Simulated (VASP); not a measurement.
Crystal: ZnH5.

```
Zn H
1.0
     3.22251    0.00000    0.00000
    -1.61126    2.79078    0.00000
     0.00000    0.00000    4.83383
Zn H
1 5
Cartesian
  0.0000 0.0000 0.0000
  0.0000 0.0000 3.0697
  0.0000 0.0000 1.7642
  -0.4628 2.1277 0.0000
  0.0000 1.3261 0.0000
  0.4628 2.1277 0.0000
```

The cell was generated, and may not be a known phase.

| Quantity | Value |
| --- | --- |
| Program | VASP 6.6.1 |
| Task | relaxation of cell and atoms |
| Functional | PBE |
| Potentials or basis | VASP PAW PBE potentials, release 64 (Zn, H) |
| Cutoff | 600 eV |
| k mesh | 6 × 6 × 4 |
| Occupations | gaussian, width 0.1 eV |
| Spin | no spin polarisation |

At the start: pressure 41.6 GPa; volume 7.25 Å³/atom.

Task: Where does the relaxation end?

Result: Over 37 steps the energy falls by 890.6 meV/atom and the volume is 15.37 Å³/atom (+112.1 %); space group P-6m2 (No. 187, to 0.1 Å) before and after.

Step by step:
```csv
step,energy change (eV),largest force (eV/Å),pressure (GPa),volume (Å³)
1,0.0000,1.6865,41.60,43.47
2,-3.1337,2.3818,11.78,55.98
3,-3.4696,2.9996,7.49,60.95
4,-3.5293,3.9923,3.94,71.40
5,-4.6465,0.3180,-2.68,87.14
6,-4.6882,1.2848,-2.28,83.85
7,-4.8253,2.2719,0.12,80.70
8,-4.8395,1.1939,-0.50,81.38
9,-4.9821,0.9867,-0.19,79.75
10,-5.2098,0.5369,2.50,74.56
11,-5.2093,0.5118,2.75,74.20
12,-5.2358,0.7943,1.38,75.99
13,-5.2361,0.6766,1.56,75.80
14,-5.2652,0.5349,1.15,77.42
15,-5.3121,0.0971,0.28,82.40
16,-5.3156,0.1651,0.11,83.96
17,-5.3157,0.2077,0.08,84.31
18,-5.3201,0.3482,-0.27,85.61
19,-5.3203,0.2671,-0.19,85.41
20,-5.3264,0.1399,-0.07,86.26
21,-5.3294,0.1065,0.11,87.23
22,-5.3294,0.1186,0.16,87.38
23,-5.3325,0.1163,0.06,87.95
24,-5.3347,0.2774,-0.05,88.69
25,-5.3340,0.6125,-0.25,90.16
26,-5.3352,0.3980,-0.04,89.21
27,-5.3362,0.3697,-0.09,89.37
28,-5.3387,0.2836,-0.11,89.85
29,-5.3421,0.0988,-0.09,90.79
30,-5.3417,0.3238,0.07,92.67
31,-5.3431,0.0892,0.07,91.62
32,-5.3430,0.1368,0.03,91.84
33,-5.3431,0.1184,0.01,91.76
34,-5.3431,0.1036,0.01,91.69
35,-5.3434,0.0627,-0.02,91.87
36,-5.3436,0.0499,-0.14,92.36
37,-5.3436,0.0376,-0.08,92.22
```

Final structure:
```
Zn H
1.0
     4.31555    0.00000    0.00000
    -2.15777    3.73738    0.00000
     0.00000    0.00000    5.71801
Zn H
1 5
Cartesian
  0.0000 0.0000 0.0000
  0.0000 0.0000 3.2374
  0.0000 0.0000 2.4806
  -0.7349 2.9159 0.0000
  0.0000 1.6430 0.0000
  0.7349 2.9159 0.0000
```

Caveat: the k points lie up to 0.28 Å⁻¹ apart in the final cell, too coarse for converged energies and pressures of a metal; the volume moved by over 15 % at a fixed basis, so the end points are rough.
